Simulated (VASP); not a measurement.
A run of VASP 6.6.1 is set up as follows.

Contents of INCAR:

```
SYSTEM = HfZrS3
PREC = Accurate ; ENCUT = 600
EDIFF = 1E-7 ; ISMEAR = 0
SIGMA = 0.1 ; LREAL = .False.
LASPH = .True. ; NELM = 100
ALGO = Normal ; ISIF = 3
LWAVE = .False. ; LCHARG = .False.
GGA = PE ; IBRION = 2
NSW = 90 ; EDIFFG = -0.04
```

Contents of KPOINTS:

```
regular mesh
0
Gamma
  6 6 2
  0 0 0
```

Contents of POSCAR:

```
HfZrS3
1.0
    3.3964192004      0.0000000000      0.0000000000
    0.0000000000      3.3964192004      0.0000000000
    0.0000000000      0.0000000000      9.6162782646
Zr Hf S
1 1 3
Direct
    0.5000000000      0.5000000000      0.0000000000
    0.5000000000      0.5000000000      0.5000000000
    0.0000000000      0.0000000000      0.8512776088
    0.0000000000      0.0000000000      0.1487223912
    0.0000000000      0.0000000000      0.5000000000
```

Potentials or basis: VASP PAW PBE potentials, release 64 (Zr_sv, Hf_pv, S).

Run with:

```console
$ cat potpaw_PBE.64/Zr_sv/POTCAR potpaw_PBE.64/Hf_pv/POTCAR potpaw_PBE.64/S/POTCAR > POTCAR
$ mpirun -np 1 vasp_std > vasp.out
```

(1) What does it give for the space group after relaxing (to 0.05 Å)?

(2) What does it give for the band gap on the k mesh?

(3) Predict the relaxed volume.

(4) Estimate the relaxed cell.

Results:

(1) P4/mmm (No. 123).

(2) zero (band 20 reaches 5.97 eV, above the bottom of band 21 at 4.63 eV).

(3) 21.93 Å³/atom.

(4) a = 3.398 Å, b = 3.398 Å, c = 9.495 Å, α = 90.00°, β = 90.00°, γ = 90.00°.

Caveat: spin-orbit coupling is left out, which moves the levels of the heavy elements; this functional lacks dispersion, which binds the layers, so the pressure and a relaxed spacing across them are unreliable.
